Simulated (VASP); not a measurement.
Here is a VASP 6.6.1 calculation.

File INCAR:

```
SYSTEM = KCa7F16
PREC     = Accurate       ! precision mode
ENCUT    = 520            ! plane-wave cutoff, eV
EDIFF    = 1E-8           ! SCF threshold, eV
ISMEAR   = -1             ! smearing method
SIGMA    = 0.01           ! smearing width, eV
LREAL    = Auto         
LASPH    = .TRUE.         ! aspherical terms in the spheres
NELM     = 150            ! most SCF steps
ALGO     = Normal         ! electronic algorithm
ISIF     = 2              ! what is computed and relaxed
LWAVE    = .FALSE.        ! write WAVECAR
LCHARG   = .FALSE.        ! write CHGCAR
ISPIN    = 2              ! spin polarisation
MAGMOM   = 1 0 0 0 0 0 0 0 0 0 0 0 0 0 0 0 0 0 0 0 0 0 0 0 ! initial moments
LORBIT   = 11             ! projections on sites
GGA      = PE             ! functional
LEFG     = .TRUE.       
NBANDS   = 118            ! bands
```

File KPOINTS:

```
Automatic mesh
0
G
  3 3 3
  0 0 0
```

The input POSCAR:

```
KCa7F16
1.0
    0.0000000000      5.4620000000      5.4620000000
    5.4620000000      0.0000000000      5.4620000000
    5.4620000000      5.4620000000      0.0000000000
K Ca F
1 7 16
Direct
    0.0000000000      0.0000000000      0.0000000000
    0.0000000000      0.0000000000      0.5000000000
    0.0000000000      0.5000000000      0.0000000000
    0.0000000000      0.5000000000      0.5000000000
    0.5000000000      0.0000000000      0.0000000000
    0.5000000000      0.0000000000      0.5000000000
    0.5000000000      0.5000000000      0.0000000000
    0.5000000000      0.5000000000      0.5000000000
    0.1250000000      0.1250000000      0.1250000000
    0.1250000000      0.1250000000      0.6250000000
    0.1250000000      0.6250000000      0.1250000000
    0.1250000000      0.6250000000      0.6250000000
    0.6250000000      0.1250000000      0.1250000000
    0.6250000000      0.1250000000      0.6250000000
    0.6250000000      0.6250000000      0.1250000000
    0.6250000000      0.6250000000      0.6250000000
    0.3750000000      0.3750000000      0.3750000000
    0.3750000000      0.3750000000      0.8750000000
    0.3750000000      0.8750000000      0.3750000000
    0.3750000000      0.8750000000      0.8750000000
    0.8750000000      0.3750000000      0.3750000000
    0.8750000000      0.3750000000      0.8750000000
    0.8750000000      0.8750000000      0.3750000000
    0.8750000000      0.8750000000      0.8750000000
```

Potentials or basis: VASP PAW PBE potentials, release 64 (K_sv, Ca_sv, F).

The run is started by

```console
$ cat potpaw_PBE.64/K_sv/POTCAR potpaw_PBE.64/Ca_sv/POTCAR potpaw_PBE.64/F/POTCAR > POTCAR
$ mpirun -np 1 vasp_std > vasp.out
```

(1) Predict the pressure.

(2) Estimate the band gap on the k mesh.

(3) What does it give for the net moment?

Answers

(1) 5.2 GPa.

(2) zero (filled and empty bands overlap).

(3) 1.00 μB per cell.

Caveat: without QUAD_EFG the Cq values of the log hold for a quadrupole moment of 1 mb, not for the nuclei.
